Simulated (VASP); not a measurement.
Re: single point with PBE

Crystal: Re.

```
CELL_PARAMETERS angstrom
0.00000 1.95772 2.01156
1.95772 0.00000 2.01156
1.95772 1.95772 0.00000
ATOMIC_POSITIONS crystal
Re 0.00000 0.00000 0.00000
```

This cell differs from its parent crystal: normal strain along x +0.0000, normal strain along z +0.0275.

```yaml
Program: VASP 6.6.1
Task: single point
Functional: PBE
Potentials_or_basis: VASP PAW PBE potentials, release 64 (Re)
Cutoff: 520 eV
k_mesh: 10 × 10 × 10
Occupations: gaussian, width 0.15 eV
Spin: no spin polarisation
```

```json
{"Pressure": "-10.2 GPa"}
```

Stress tensor (GPa, compression positive):
```
 -7.68   0.00   0.00
  0.00  -7.68   0.00
  0.00   0.00 -15.17
```

Levels at points of the mesh, in eV from the Fermi level:
```tsv
k point	band 1	band 2	band 3	band 4	band 5	band 6
(0.00, 0.00, 0.00)	-9.84	-2.07	-1.69	-1.69	0.88	1.40
(0.50, 0.00, 0.00)	-6.58	-2.21	-1.81	0.11	3.41	3.62
(0.50, 0.50, 0.00)	-6.48	-5.59	2.21	3.50	4.19	4.19
(0.50, 0.00, 0.50)	-6.45	-5.63	2.76	3.44	4.01	4.42
```

Wall time 20 s on 1 thread of AMD EPYC 7R43 64-Core Processor (Zen 3), on a shared host, peak memory 0.12 GiB.

Caveat: the cell differs from its parent crystal (normal strain along x +0.0000, normal strain along z +0.0275); spin-orbit coupling is left out, which moves the levels of the heavy elements.
